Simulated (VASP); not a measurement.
Pt, 1 atom in the cell. It takes space group I4/mmm (No. 139, tetragonal). Conventional cell: a = 2.897 Å, b = 2.897 Å, c = 3.621 Å, α = 90.00°, β = 90.00°, γ = 90.00°. Pt (site symmetry 4/mmm) has 12 Pt at 2.73 to 2.90 Å within 3.6 Å.  This cell differs from its parent crystal: volume 15.200 Å^3 an atom, c/a of the conventional cell 0.8838.

| Item | Value |
| --- | --- |
| Program | VASP 6.6.1 |
| Task | single point |
| Functional | LDA |
| Potentials or basis | VASP PAW LDA potentials, release 64 (Pt) |
| Cutoff | 520 eV |
| k mesh | 22 × 22 × 22 |
| Occupations | gaussian, width 0.15 eV |
| Spin | no spin polarisation |
| Dipole correction | no |
| Further INCAR settings | ALGO = Normal; EDIFF = 1e-06; NBANDS = 11 |

Potentials or basis: VASP PAW LDA potentials, release 64 (Pt).

Command:

```sh
$ cat potpaw_LDA.64/Pt/POTCAR > POTCAR
$ mpirun -np 1 vasp_std > vasp.out
```

Hardware: 1 thread of Intel Xeon 6975P-C, with other jobs on the host.

Task: How long does it take, and how much memory?

Result: Run time: 70 s on 1 thread of Intel Xeon 6975P-C, with other jobs on the host, peak memory 0.25 GiB. Counts: scf iterations 11, k points 834.
